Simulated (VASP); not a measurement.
Here is a VASP 6.6.1 calculation.

Contents of INCAR:

```
SYSTEM = Ni
  ALGO = Normal
  EDIFF = 1E-7
  ENCUT = 520
  GGA = PS
  ISIF = 2
  ISMEAR = -1
  ISPIN = 2
  LASPH = .True.
  LCHARG = .False.
  LMAXMIX = 4
  LORBIT = 11
  LREAL = .False.
  LWAVE = .False.
  MAGMOM = 1 1
  NBANDS = 21
  NELM = 150
  PREC = Accurate
  SIGMA = 0.05
```

The input KPOINTS:

```
k-points
0
Gamma
  12 12 7
  0 0 0
```

POSCAR

```
Ni
1.0
    2.3895371951      0.0000000000      0.0000000000
   -1.1947685975      2.0693999142      0.0000000000
    0.0000000000      0.0000000000      3.9150471584
Ni
2
Direct
    0.6666666667      0.3333333333      0.7500000000
    0.3333333333      0.6666666667      0.2500000000
```

Potentials or basis: VASP PAW PBE potentials, release 64 (Ni).

Run with:

```console
$ cat potpaw_PBE.64/Ni/POTCAR > POTCAR
$ mpirun -np 1 vasp_std > vasp.out
```

Task: Estimate the pressure.

Result: 19.6 GPa.

Task: Estimate the net moment.

Result: 1.19 μB per cell.

Task: What does it give for the site moments?

Result: Ni +0.60 μB.

Stress tensor (GPa, compression positive):
```
19.57  0.00  0.00
 0.00 19.57  0.00
 0.00  0.00 19.67
```

Caveat: the cell stands under pressure; the PAW data sets were made with another functional, which shifts forces and pressure a little.
